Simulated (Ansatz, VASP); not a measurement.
**Two plane-wave programs on InAs**

The input INCAR:

```
SYSTEM = InAs
PREC = Accurate
ENCUT = 520
EDIFF = 1E-7
ISMEAR = 0
SIGMA = 0.15
LREAL = .FALSE.
LASPH = .TRUE.
NELM = 100
ALGO = Normal
ISIF = 2
LWAVE = .FALSE.
LCHARG = .FALSE.
GGA = PS
NBANDS = 16
```

Contents of KPOINTS:

```
regular mesh
0
G
  18 18 18
  0 0 0
```

The input POSCAR:

```
InAs
1.0
    0.0000000000      2.6003469188      3.0525811656
    2.6003469188      0.0000000000      3.0525811656
    2.6003469188      2.6003469188      0.0000000000
In As
1 1
Direct
    0.5000000000      0.5000000000      0.5000000000
    0.0000000000      0.0000000000      0.0000000000
```

Input for Ansatz:

```yaml
crystal:
  lattice:
    - [0.0, 2.6003469188, 3.0525811656]
    - [2.6003469188, 0.0, 3.0525811656]
    - [2.6003469188, 2.6003469188, 0.0]
  atoms:
    - { symbol: In, position: [0.5, 0.5, 0.5] }
    - { symbol: As, position: [0.0, 0.0, 0.0] }
basis:
  ecutwfc: 420
kpoints:
  mp_grid: { grid: [18, 18, 18] }
hamiltonian:
  xc: pbesol
scf:
  occupations: { method: gaussian, width: 0.15 }
output:
  forces: true
  stress: true
  eigenvalues: true
```

Change from the starting cell: strain -0.080 along x and y, +0.080 along z, atoms carried along.

Alike in both runs: task single point; functional PBEsol; k mesh 18 × 18 × 18; occupations gaussian, width 0.15 eV; no spin polarisation.

```csv
,VASP,Ansatz
version,VASP 6.6.1,Ansatz 0.2.0
potentials or method,"VASP PAW PBE potentials, release 64 (In_d, As), cutoff 520 eV","scalar-relativistic, plane waves, PAW"
valence electrons in the cell,18,28
```

```csv
,VASP,Ansatz,Ansatz less VASP
gap on the k mesh at the Fermi level (eV),none,none,-
pressure (GPa),12.6,12.4,-0.24
"traceless stress, the component that is largest in VASP (GPa)",-15.14,-15.00,+0.134
```

VASP's potentials were made for PBE, not for PBEsol. A gap of «none» marks a metal or a gap that the smearing closes. VASP's potentials hold 18 valence electrons a cell and Ansatz's 28, so a difference there can come from the potentials and not from the codes.
